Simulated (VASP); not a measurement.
# ZnF2 (P4_2/mnm) in VASP: further runs

The runs below take ZnF2 through single point, with PBE.

Program: VASP 6.6.1. These are calculated values, not measurements. Logs are shortened: lines on timing, memory, paths and dates and some standing lists are left out, and cuts for length are marked.

### 1 The cell of the first run

Symmetry: P4_2/mnm, No. 136, tetragonal system. Conventional cell: a = 4.800 Å, b = 4.800 Å, c = 3.175 Å, α = 90.00°, β = 90.00°, γ = 90.00°. Within 2.7 Å of Zn (site symmetry mmm) lie 6 F at 2.07 Å. Within 2.7 Å of F (site symmetry m2m) lie 3 Zn at 2.07 Å and 1 F at 2.66 Å.

### 2 Single point, PBE

INCAR reads:

```
  PREC = Accurate
  ENCUT = 600
  EDIFF = 1E-6
  ISMEAR = 0
  SIGMA = 0.02
  LREAL = False
  LASPH = True
  NELM = 120
  ALGO = Normal
  ISIF = 2
  LWAVE = False
  LCHARG = True
  GGA = PE
  LELF = True
  LVHAR = True
  NBANDS = 35
  GGA_COMPAT = False
```

KPOINTS reads:

```
Automatic mesh
0
Gamma
  6 6 8
```

POSCAR reads:

```
ZnF2
1.0
    4.8000348590      0.0000000000      0.0000000000
    0.0000000000      4.8000348590      0.0000000000
    0.0000000000      0.0000000000      3.1754915767
Zn F
2 4
Direct
    0.0000000000      0.0000000000      0.0000000000
    0.5000000000      0.5000000000      0.5000000000
    0.3043835373      0.3043835373      0.0000000000
    0.1956164627      0.8043835373      0.5000000000
    0.6956164627      0.6956164627      0.0000000000
    0.8043835373      0.1956164627      0.5000000000
```

Potentials or basis: VASP PAW PBE potentials, release 64 (Zn, F).

Command:

```sh
$ cat potpaw_PBE.64/Zn/POTCAR potpaw_PBE.64/F/POTCAR > POTCAR
$ mpirun -np 1 vasp_std > vasp.out
```

OUTCAR:

```text
PREC = Accurate
   ENCUT = 600
   EDIFF = 1E-6
   ISMEAR = 0
   LREAL = False
   LASPH = True
   NELM = 120
   ISIF = 2
   GGA = PE

 ion  position               nearest neighbor table
   1  0.000  0.000  0.000-   3 2.07   5 2.07   4 2.07   6 2.07   4 2.07   6 2.07
   2  0.500  0.500  0.500-   4 2.07   6 2.07   5 2.07   3 2.07   3 2.07   5 2.07
   3  0.304  0.304  0.000-   1 2.07   2 2.07   2 2.07
   4  0.196  0.804  0.500-   2 2.07   1 2.07   1 2.07
   5  0.696  0.696  0.000-   1 2.07   2 2.07   2 2.07
   6  0.804  0.196  0.500-   2 2.07   1 2.07   1 2.07

  LATTYP: Found a simple tetragonal cell.
 ALAT       =     4.8000348590
 C/A-ratio  =     0.6615559407

  Lattice vectors:

 A1 = (   4.8000348590,   0.0000000000,   0.0000000000)
 A2 = (   0.0000000000,   4.8000348590,   0.0000000000)
 A3 = (   0.0000000000,   0.0000000000,   3.1754915767)

Analysis of symmetry for initial positions (statically):
=====================================================================
 Subroutine PRICEL returns:
 Original cell was already a primitive cell.

 Routine SETGRP: Setting up the symmetry group for a
 simple tetragonal supercell.

 Subroutine GETGRP returns: Found 16 space group operations
 (whereof  8 operations were pure point group operations)
 out of a pool of 16 trial point group operations.

The static configuration has the point symmetry D_2h.
 The point group associated with its full space group is D_4h.

Analysis of symmetry for dynamics (positions and initial velocities):
=====================================================================
 Subroutine PRICEL returns:
 Original cell was already a primitive cell.

 Routine SETGRP: Setting up the symmetry group for a
 simple tetragonal supercell.

 Subroutine GETGRP returns: Found 16 space group operations
 (whereof  8 operations were pure point group operations)
 out of a pool of 16 trial point group operations.

The dynamic configuration has the point symmetry D_2h.
 The point group associated with its full space group is D_4h.

 Subroutine INISYM returns: Found 16 space group operations
 (whereof  8 operations are pure point group operations),
 and found     1 'primitive' translations

----------------------------------------------------------------------------------------

                                     Primitive cell

  volume of cell :      73.1644

  direct lattice vectors                    reciprocal lattice vectors
     4.800034859  0.000000000  0.000000000     0.208331820  0.000000000  0.000000000
     0.000000000  4.800034859  0.000000000     0.000000000  0.208331820  0.000000000
     0.000000000  0.000000000  3.175491577     0.000000000  0.000000000  0.314911873

  length of vectors
     4.800034859  4.800034859  3.175491577     0.208331820  0.208331820  0.314911873

  position of ions in fractional coordinates (direct lattice)
     0.000000000  0.000000000  0.000000000
     0.500000000  0.500000000  0.500000000
     0.304383537  0.304383537  0.000000000
     0.195616463  0.804383537  0.500000000
     0.695616463  0.695616463  0.000000000
     0.804383537  0.195616463  0.500000000

  ion indices of the primitive-cell ions
   primitive index   ion index
                 1           1
                 2           2
                 3           3
                 4           4
                 5           5
                 6           6

----------------------------------------------------------------------------------------

 KPOINTS: Automatic mesh

Automatic generation of k-mesh.
 Grid dimensions read from file:
 generate k-points for:    6    6    8

 Generating k-lattice:

  Cartesian coordinates                     Fractional coordinates (reciprocal lattice)
     0.034721970  0.000000000  0.000000000     0.166666667  0.000000000  0.000000000
     0.000000000  0.034721970  0.000000000     0.000000000  0.166666667  0.000000000
     0.000000000  0.000000000  0.039363984     0.000000000  0.000000000  0.125000000

  Length of vectors
     0.034721970  0.034721970  0.039363984

  Shift w.r.t. Gamma in fractional coordinates (k-lattice)
     0.000000000  0.000000000  0.000000000

 Subroutine IBZKPT returns following result:
 ===========================================

 Found     50 irreducible k-points:

 Following reciprocal coordinates:
            Coordinates               Weight
  0.000000  0.000000  0.000000      1.000000
  0.166667  0.000000  0.000000      4.000000
  0.333333  0.000000  0.000000      4.000000
  0.500000  0.000000  0.000000      2.000000
  0.166667  0.166667  0.000000      4.000000
  0.333333  0.166667  0.000000      8.000000
[... 16 lines left out ...]
  0.333333  0.000000  0.250000      8.000000
  0.500000  0.000000  0.250000      4.000000
 [... further k-points ...]
   k-points           NKPTS =     50   k-points in BZ     NKDIM =     50   number of bands    NBANDS=     35
   number of dos      NEDOS =    301   number of ions     NIONS =      6
   total plane-waves  NPLWV =  44800
   dimension x,y,z NGX =    40 NGY =   40 NGZ =   28
   dimension x,y,z NGXF=    80 NGYF=   80 NGZF=   56
   ions per type =               2   4
   NGX,Y,Z   is equivalent  to a cutoff of  13.85, 13.85, 14.66 a.u.
   NGXF,Y,Z  is equivalent  to a cutoff of  27.71, 27.71, 29.32 a.u.
 SYSTEM =  unknown system
   PREC   = accura    normal or accurate (medium, high low for compatibility)
   ISTART =      0    job   : 0-new  1-cont  2-samecut
   ICHARG =      2    charge: 1-file 2-atom 10-const
   ISPIN  =      1    spin polarized calculation?
   LNONCOLLINEAR =      F non collinear calculations
   LSORBIT =      F    spin-orbit coupling
   LASPH  =      T    aspherical Exc in radial PAW
   ENCUT  =  600.0 eV  44.10 Ry    6.64 a.u.   9.59  9.59  6.34*2*pi/ulx,y,z
   NELM   =    120;   NELMIN=  2; NELMDL= -5     # of ELM steps
   EDIFF  = 0.1E-05   stopping-criterion for ELM
   LREAL  =      F    real-space projection
[... 7 lines left out ...]
   TEBEG  =    0.0;   TEEND  =   0.0 temperature during run
   PSTRESS=    0.0 pullay stress
   NELECT =      52.0000    total number of electrons
   NUPDOWN=      -1.0000    fix difference up-down
   EMIN   =  10.00;   EMAX   =-10.00  energy-range for DOS
   EFERMI =   0.00;   METHOD = LEGACY
   ISMEAR =     0;   SIGMA  =   0.02  broadening in eV -4-tet -1-fermi 0-gaus
   EFERMI_NEDOS =   21; number of points for ismear=-14 and -15
   IALGO  =     38    algorithm
   IMIX   =      4    mixing-type and parameters
     AMIX     =   0.40;   BMIX     =  1.00
     AMIX_MAG =   1.60;   BMIX_MAG =  1.00
  volume/ion in A,a.u.               =      12.19        82.29
  Fermi-wavevector in a.u.,A,eV,Ry     =   1.460975  2.760842 29.040916  2.134447
  Thomas-Fermi vector in A             =   2.577361
   LORBIT       =      0    0 simple, 1 ext, 2 COOP (PROOUT), +10 PAW based schemes
   GGA     = PE    functional components
   LHFCALC =     F    Hartree Fock is set to
   AEXX    =    0.0000 exact exchange contribution
   IVDW    =     0    specifies the selected vdW correction
   LEPSILON=     F    determine dielectric tensor
   LRPA    =     F    only Hartree local field effects (RPA)
 non-spin polarized calculation
 Gauss-broadening in eV      SIGMA  =   0.02
  energy-cutoff  :      600.00
  volume of cell :       73.16
 maximum number of plane-waves:      2480
 NGX is ok and might be reduce to    40
   NGX = 19   NGY = 19   NGZ = 13

 number of electron      51.9999974 magnetization

 Free energy of the ion-electron system (eV)
  ---------------------------------------------------
  ext. energy  EPLUGINS =         0.00000000
  ---------------------------------------------------
  free energy    TOTEN  =       -23.25249886 eV

  energy without entropy =      -23.25249886  energy(sigma->0) =      -23.25249886

 E-fermi :  -1.6329     XC(G=0):  -9.9933

 val. band max:       -1.7151238391   @ k =   0.0000   0.0000   0.0000
 cond. band min:       1.7414600235   @ k =   0.0000   0.0000   0.0000
 fundamental gap:      3.4565838625
 Fermi energy:        -1.6328928721

 k-point     1 :       0.0000    0.0000    0.0000
  band No.  band energies     occupation
      1     -23.1146      2.00000
      2     -22.4344      2.00000
      3     -22.4344      2.00000
      4     -22.4107      2.00000
      5      -7.4262      2.00000
      6      -6.6619      2.00000
[... 27 lines left out ...]
     34      12.9480      0.00000
     35      13.2441      0.00000

 k-point     2 :       0.1667    0.0000    0.0000
  band No.  band energies     occupation
      1     -23.0775      2.00000
      2     -22.5216      2.00000
      3     -22.4266      2.00000
      4     -22.3730      2.00000
      5      -7.3026      2.00000
      6      -6.6198      2.00000
[... 27 lines left out ...]
     34      13.6221      0.00000
     35      13.7269      0.00000

 k-point     3 :       0.3333    0.0000    0.0000
  band No.  band energies     occupation
      1     -22.9737      2.00000
      2     -22.6630      2.00000
      3     -22.4059      2.00000
      4     -22.3650      2.00000
      5      -6.9724      2.00000
      6      -6.5311      2.00000
[... 27 lines left out ...]
     34      14.1371      0.00000
     35      14.3209      0.00000

 k-point     4 :       0.5000    0.0000    0.0000
  band No.  band energies     occupation
      1     -22.8249      2.00000
      2     -22.8249      2.00000
      3     -22.3811      2.00000
      4     -22.3811      2.00000
      5      -6.6062      2.00000
      6      -6.6062      2.00000
[... 27 lines left out ...]
     34      13.8109      0.00000
     35      14.7102      0.00000

 k-point     5 :       0.1667    0.1667    0.0000
  band No.  band energies     occupation
      1     -23.0426      2.00000
      2     -22.5525      2.00000
      3     -22.4434      2.00000
      4     -22.3642      2.00000
      5      -7.2278      2.00000
      6      -6.5627      2.00000
[... 638 lines left out ...]
 k-point    22 :       0.1667    0.0000    0.2500
  band No.  band energies     occupation
      1     -22.9158      2.00000
      2     -22.4949      2.00000
      3     -22.4098      2.00000
      4     -22.3930      2.00000
      5      -6.8853      2.00000
      6      -6.4274      2.00000
[... 27 lines left out ...]
     34      12.6621      0.00000
     35      12.8469      0.00000

 k-point    23 :       0.3333    0.0000    0.2500
  band No.  band energies     occupation
      1     -22.8339      2.00000
      2     -22.5965      2.00000
      3     -22.4013      2.00000
      4     -22.3861      2.00000
      5      -6.6357      2.00000
      6      -6.2641      2.00000
[... 27 lines left out ...]
     34      12.6994      0.00000
     35      13.3836      0.00000

 k-point    24 :       0.5000    0.0000    0.2500
  band No.  band energies     occupation
      1     -22.7185      2.00000
      2     -22.7185      2.00000
      3     -22.3914      2.00000
      4     -22.3914      2.00000
      5      -6.3129      2.00000
      6      -6.3129      2.00000
[... 27 lines left out ...]
     34      12.3790      0.00000
     35      14.3855      0.00000

 [... further k-points ...]
[... 5 lines left out ...]
  --------------------------------------------------------------------------------------
  -------------------------------------------------------------------------------------
  Total        0.1064642      0.1064642      0.2252902     -0.0000000      0.0000000      0.0000000
  in kB        2.3313864      2.3313864      4.9334783     -0.0000000      0.0000000      0.0000000
  external PRESSURE =       3.1987504 kB  Pullay stress =       0.0000000 kB

 VOLUME and BASIS-vectors are now :
 -----------------------------------------------------------------------------
  energy-cutoff  :      600.00
  volume of cell :       73.16
      direct lattice vectors                 reciprocal lattice vectors
     4.800034859  0.000000000  0.000000000     0.208331820  0.000000000  0.000000000
     0.000000000  4.800034859  0.000000000     0.000000000  0.208331820  0.000000000
     0.000000000  0.000000000  3.175491577     0.000000000  0.000000000  0.314911873

 POSITION                                       TOTAL-FORCE (eV/Angst)
 -----------------------------------------------------------------------------------
      0.00000      0.00000      0.00000         0.000000      0.000000      0.000000
      2.40002      2.40002      1.58775         0.000000      0.000000      0.000000
      1.46105      1.46105      0.00000        -0.009620     -0.009620      0.000000
      0.93897      3.86107      1.58775         0.009620     -0.009620      0.000000
      3.33898      3.33898      0.00000         0.009620      0.009620     -0.000000
      3.86107      0.93897      1.58775        -0.009620      0.009620     -0.000000
 -----------------------------------------------------------------------------------
    total drift:                                0.000000     -0.000000     -0.000000

  FREE ENERGIE OF THE ION-ELECTRON SYSTEM (eV)
  ---------------------------------------------------
  free  energy   TOTEN  =       -23.2524988562 eV

  energy  without entropy=      -23.2524988561  energy(sigma->0) =      -23.25249886
```

Wall time 77 s (1 thread of AMD EPYC 9R45 (Zen 5), shared host); peak memory 0.24 GiB.

Results:

* Free energy: -23.2525 eV
* Pressure: 0.3 GPa
* Largest force: 0.014 eV/Å
* Band gap on the k mesh: 3.46 eV, direct

Forces in eV/Å, atoms in the order of the input:
```
Zn   0.000  0.000  0.000
Zn   0.000  0.000  0.000
F   -0.010 -0.010  0.000
F    0.010 -0.010  0.000
F    0.010  0.010  0.000
F   -0.010  0.010  0.000
```

Levels at points of the mesh, in eV from the valence-band top:
```
           k point  band 22  band 23  band 24  band 25  band 26  band 27  band 28  band 29  band 30  band 31
(0.00, 0.00, 0.00)    -1.23    -0.89    -0.23    -0.23     0.00     3.46     9.03     9.67     9.67    13.40
(0.50, 0.00, 0.00)    -1.31    -0.55    -0.55    -0.30    -0.30     5.97     5.97    10.54    10.54    12.73
(0.50, 0.50, 0.00)    -1.53    -1.03    -1.03    -0.25    -0.25     6.80     6.80     9.17     9.17    14.25
(0.00, 0.00, 0.50)    -1.23    -1.14    -1.14    -1.09    -1.09     8.06     8.06    11.75    11.75    13.11
(0.50, 0.00, 0.50)    -1.45    -1.12    -1.12     0.00     0.00     8.50     8.50    10.29    10.29    13.74
(0.50, 0.50, 0.50)    -1.20    -1.09    -1.09    -0.74    -0.74     7.89     7.89    11.48    11.48    12.13
```

A k mesh can miss the band edges. A hybrid or GW would open this gap; PBE tends to underestimate it.

(Continued in part 2 of 2.)
